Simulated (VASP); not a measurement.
# NaCl: single point with r2SCAN

The system is NaCl.

```
Cl Na
1.0
     0.00000    2.73703    2.73703
     2.73703    0.00000    2.73703
     2.73703    2.73703    0.00000
Cl Na
1 1
Direct
  0.50000 0.50000 0.50000
  0.00000 0.00000 0.00000
```

```
Program             : VASP 6.6.1
Task                : single point
Functional          : r2SCAN
Potentials or basis : VASP PAW PBE potentials, release 64 (Cl, Na_sv)
Cutoff              : 1250 eV
k mesh              : 8 × 8 × 8
Occupations         : fermi-dirac, width 0.05 eV
Spin                : no spin polarisation
```

* Pressure: 2.3 GPa
* Band gap on the k mesh: 6.29 eV

Levels at points of the mesh, in eV from the valence-band top:
```tsv
k point	band 6	band 7	band 8	band 9	band 10	band 11
(0.00, 0.00, 0.00)	0.00	0.00	0.00	6.29	11.91	11.91
(0.50, 0.00, 0.00)	-2.22	-0.33	-0.33	8.11	11.97	11.97
(0.50, 0.50, 0.00)	-1.94	-0.70	-0.70	8.58	8.67	12.91
```

It took 5.5 min on 1 thread of AMD EPYC 7R43 64-Core Processor (Zen 3), on a shared host, peak memory 0.33 GiB.

Caveat: the PAW data sets were made with another functional, which shifts forces and pressure a little.
